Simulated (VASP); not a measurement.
# MnO (Fm-3m) in VASP: further runs

Runs on MnO. Level: PBE. Tasks: single point.

All numbers are computed with VASP 6.6.1; they aren't measurements. Logs are shortened: lines on timing, memory, paths and dates and some standing lists are left out, and cuts for length are marked.

## 1. The cell of the first run

Symmetry: Fm-3m, No. 225, cubic system. The conventional cell has a = 4.101 Å, b = 4.101 Å, c = 4.101 Å, α = 90.00°, β = 90.00°, γ = 90.00°. Within 2.7 Å of Mn (site symmetry m-3m) lie 6 O at 2.05 Å. Within 2.7 Å of O (site symmetry m-3m) lie 6 Mn at 2.05 Å.

## 2. Single point, PBE (8.62 Å³/atom)

Contents of INCAR:

```
SYSTEM = MnO
PREC = Accurate
ENCUT = 600
EDIFF = 1E-6
ISMEAR = 0
SIGMA = 0.05
LREAL = .False.
LASPH = .True.
NELM = 120
ALGO = Normal
ISIF = 2
LWAVE = .False.
LCHARG = .True.
GGA = PE
LELF = .True.
LVHAR = .True.
NBANDS = 16
GGA_COMPAT = .False.
```

Contents of KPOINTS:

```
regular mesh
0
Gamma
  14 14 14
  0 0 0
```

Contents of POSCAR:

```
MnO
1.0
    0.0000000000      2.0505518974      2.0505518974
    2.0505518974      0.0000000000      2.0505518974
    2.0505518974      2.0505518974      0.0000000000
Mn O
1 1
Direct
    0.0000000000      0.0000000000      0.0000000000
    0.5000000000      0.5000000000      0.5000000000
```

Potentials or basis: VASP PAW PBE potentials, release 64 (Mn_pv, O).

Launch:

```sh
cat potpaw_PBE.64/Mn_pv/POTCAR potpaw_PBE.64/O/POTCAR > POTCAR
mpirun -np 1 vasp_std > vasp.out
```

OUTCAR:

```text
SYSTEM = MnO
   PREC = Accurate
   ENCUT = 600
   EDIFF = 1E-6
   ISMEAR = 0
   LREAL = .False.
   LASPH = .True.
   NELM = 120
   ISIF = 2
   GGA = PE

 ion  position               nearest neighbor table
   1  0.000  0.000  0.000-   2 2.05   2 2.05   2 2.05   2 2.05   2 2.05   2 2.05
   2  0.500  0.500  0.500-   1 2.05   1 2.05   1 2.05   1 2.05   1 2.05   1 2.05

  LATTYP: Found a face centered cubic cell.
 ALAT       =     4.1011037948

  Lattice vectors:

 A1 = (   0.0000000000,   2.0505518974,   2.0505518974)
 A2 = (   2.0505518974,   0.0000000000,   2.0505518974)
 A3 = (   2.0505518974,   2.0505518974,   0.0000000000)

Analysis of symmetry for initial positions (statically):
=====================================================================
 Subroutine PRICEL returns:
 Original cell was already a primitive cell.

 Routine SETGRP: Setting up the symmetry group for a
 face centered cubic supercell.

 Subroutine GETGRP returns: Found 48 space group operations
 (whereof 48 operations were pure point group operations)
 out of a pool of 48 trial point group operations.

The static configuration has the point symmetry O_h .

Analysis of symmetry for dynamics (positions and initial velocities):
=====================================================================
 Subroutine PRICEL returns:
 Original cell was already a primitive cell.

 Routine SETGRP: Setting up the symmetry group for a
 face centered cubic supercell.

 Subroutine GETGRP returns: Found 48 space group operations
 (whereof 48 operations were pure point group operations)
 out of a pool of 48 trial point group operations.

The dynamic configuration has the point symmetry O_h .

 Subroutine INISYM returns: Found 48 space group operations
 (whereof 48 operations are pure point group operations),
 and found     1 'primitive' translations

----------------------------------------------------------------------------------------

                                     Primitive cell

  volume of cell :      17.2442

  direct lattice vectors                    reciprocal lattice vectors
     0.000000000  2.050551897  2.050551897    -0.243836794  0.243836794  0.243836794
     2.050551897  0.000000000  2.050551897     0.243836794 -0.243836794  0.243836794
     2.050551897  2.050551897  0.000000000     0.243836794  0.243836794 -0.243836794

  length of vectors
[... 74 lines left out ...]
   ISTART =      0    job   : 0-new  1-cont  2-samecut
   ICHARG =      2    charge: 1-file 2-atom 10-const
   ISPIN  =      1    spin polarized calculation?
   LNONCOLLINEAR =      F non collinear calculations
   LSORBIT =      F    spin-orbit coupling
   LASPH  =      T    aspherical Exc in radial PAW
   ENCUT  =  600.0 eV  44.10 Ry    6.64 a.u.   5.79  5.79  5.79*2*pi/ulx,y,z
   NELM   =    120;   NELMIN=  2; NELMDL= -5     # of ELM steps
   EDIFF  = 0.1E-05   stopping-criterion for ELM
   LREAL  =      F    real-space projection
   EDIFFG = 0.1E-04   stopping-criterion for IOM
   NSW    =      0    number of steps for IOM
   IBRION =     -1    ionic relax: 0-MD 1-quasi-New 2-CG
   NFREE  =      0    steps in history (QN), initial steepest desc. (CG)
   ISIF   =      2    stress and relaxation
   ISYM   =      2    0-nonsym 1-usesym 2-fastsym
   POTIM  = 0.5000    time-step for ionic-motion
   TEBEG  =    0.0;   TEEND  =   0.0 temperature during run
   PSTRESS=    0.0 pullay stress
   NELECT =      19.0000    total number of electrons
   NUPDOWN=      -1.0000    fix difference up-down
   EMIN   =  10.00;   EMAX   =-10.00  energy-range for DOS
   EFERMI =   0.00;   METHOD = LEGACY
   ISMEAR =     0;   SIGMA  =   0.05  broadening in eV -4-tet -1-fermi 0-gaus
   EFERMI_NEDOS =   21; number of points for ismear=-14 and -15
   IALGO  =     38    algorithm
   IMIX   =      4    mixing-type and parameters
     AMIX     =   0.40;   BMIX     =  1.00
     AMIX_MAG =   1.60;   BMIX_MAG =  1.00
  volume/ion in A,a.u.               =       8.62        58.18
  Fermi-wavevector in a.u.,A,eV,Ry     =   1.690877  3.195294 38.899926  2.859064
  Thomas-Fermi vector in A             =   2.772745
   LORBIT       =      0    0 simple, 1 ext, 2 COOP (PROOUT), +10 PAW based schemes
   GGA     = PE    functional components
   LHFCALC =     F    Hartree Fock is set to
   AEXX    =    0.0000 exact exchange contribution
   IVDW    =     0    specifies the selected vdW correction
   LEPSILON=     F    determine dielectric tensor
   LRPA    =     F    only Hartree local field effects (RPA)
 non-spin polarized calculation
 Gauss-broadening in eV      SIGMA  =   0.05
  energy-cutoff  :      600.00
  volume of cell :       17.24
 maximum number of plane-waves:       588
   NGX = 11   NGY = 11   NGZ = 11

 number of electron      19.0000003 magnetization

 Free energy of the ion-electron system (eV)
  ---------------------------------------------------
  ext. energy  EPLUGINS =         0.00000000
  ---------------------------------------------------
  free energy    TOTEN  =       -14.84970074 eV

  energy without entropy =      -14.84250086  energy(sigma->0) =      -14.84610080

 E-fermi :  10.3376     XC(G=0): -13.4315

 val. band max:       10.3357370236   @ k =   0.4286   0.2857   0.0000
 cond. band min:      10.3436636577   @ k =  -0.4286   0.1429   0.0714
 fundamental gap:      0.0079266341
 Fermi energy:        10.3375732073

 k-point     1 :       0.0000    0.0000    0.0000
  band No.  band energies     occupation
      1     -37.9305      2.00000
      2     -37.9305      2.00000
      3     -37.9305      2.00000
      4     -11.9443      2.00000
      5       5.5513      2.00000
      6       5.5513      2.00000
[... 433 lines left out ...]
      3     -37.9517      2.00000
      4     -11.1701      2.00000
      5       2.4053      2.00000
      6       4.1269      2.00000
[... 8 lines left out ...]
     15      26.2115      0.00000
     16      27.3377      0.00000

 [... further k-points ...]
[... 5 lines left out ...]
  --------------------------------------------------------------------------------------
  -------------------------------------------------------------------------------------
  Total        0.0987002      0.0987002      0.0987002      0.0000000      0.0000000     -0.0000000
  in kB        9.1703584      9.1703584      9.1703584      0.0000000      0.0000000     -0.0000000
  external PRESSURE =       9.1703584 kB  Pullay stress =       0.0000000 kB

 VOLUME and BASIS-vectors are now :
 -----------------------------------------------------------------------------
  energy-cutoff  :      600.00
  volume of cell :       17.24
      direct lattice vectors                 reciprocal lattice vectors
     0.000000000  2.050551897  2.050551897    -0.243836794  0.243836794  0.243836794
     2.050551897  0.000000000  2.050551897     0.243836794 -0.243836794  0.243836794
     2.050551897  2.050551897  0.000000000     0.243836794  0.243836794 -0.243836794

 POSITION                                       TOTAL-FORCE (eV/Angst)
 -----------------------------------------------------------------------------------
      0.00000      0.00000      0.00000         0.000000      0.000000      0.000000
      2.05055      2.05055      2.05055         0.000000     -0.000000      0.000000
 -----------------------------------------------------------------------------------
    total drift:                                0.000000     -0.000000     -0.000000

  FREE ENERGIE OF THE ION-ELECTRON SYSTEM (eV)
  ---------------------------------------------------
  free  energy   TOTEN  =       -14.8497007437 eV

  energy  without entropy=      -14.8425008639  energy(sigma->0) =      -14.84610080
```

OSZICAR:

```text
N       E                     dE             d eps       ncg     rms          rms(c)
DAV:   1     0.163377329214E+03    0.16338E+03   -0.11896E+04  3352   0.162E+03
DAV:   2    -0.110023089435E+02   -0.17438E+03   -0.16634E+03  3776   0.405E+02
DAV:   3    -0.172881795884E+02   -0.62859E+01   -0.62391E+01  3568   0.827E+01
DAV:   4    -0.173326762009E+02   -0.44497E-01   -0.44493E-01  3912   0.713E+00
DAV:   5    -0.173331961287E+02   -0.51993E-03   -0.51993E-03  3552   0.754E-01    0.169E+01
DAV:   6    -0.159455578250E+02    0.13876E+01   -0.14865E+01  4032   0.537E+01    0.125E+01
DAV:   7    -0.148748171641E+02    0.10707E+01   -0.42805E+00  3656   0.321E+01    0.642E+00
DAV:   8    -0.148624419282E+02    0.12375E-01   -0.33143E-01  3520   0.766E+00    0.115E+00
DAV:   9    -0.148505091267E+02    0.11933E-01   -0.42237E-02  3424   0.307E+00    0.260E-01
DAV:  10    -0.148497844257E+02    0.72470E-03   -0.32628E-03  4064   0.684E-01    0.114E-01
DAV:  11    -0.148497173817E+02    0.67044E-04   -0.51274E-04  3424   0.246E-01    0.402E-02
DAV:  12    -0.148496999332E+02    0.17449E-04   -0.76481E-05  3336   0.101E-01    0.116E-02
DAV:  13    -0.148497007437E+02   -0.81053E-06   -0.26094E-06  3496   0.176E-02
   1 F= -.14849701E+02 E0= -.14846101E+02  d E =-.719988E-02
```

Wall time 10 s (1 thread of Intel Xeon 6975P-C (Granite Rapids), shared host); peak memory 0.16 GiB.

Results:

| Item | Value |
| --- | --- |
| Free energy | -14.8497 eV |
| Pressure | 0.9 GPa |
| Band gap on the k mesh | zero (an odd number of electrons rules out a gap without spin polarisation) |

Caveat: an odd number of electrons without spin polarisation forces a metal; a magnetic or distorted state may lie lower; the run has no spin polarisation, though such a crystal can be magnetic; semilocal functionals often make such compounds metallic where correlation or magnetic order opens a gap, which also shifts bond lengths.

(Continued in part 2 of 3.)
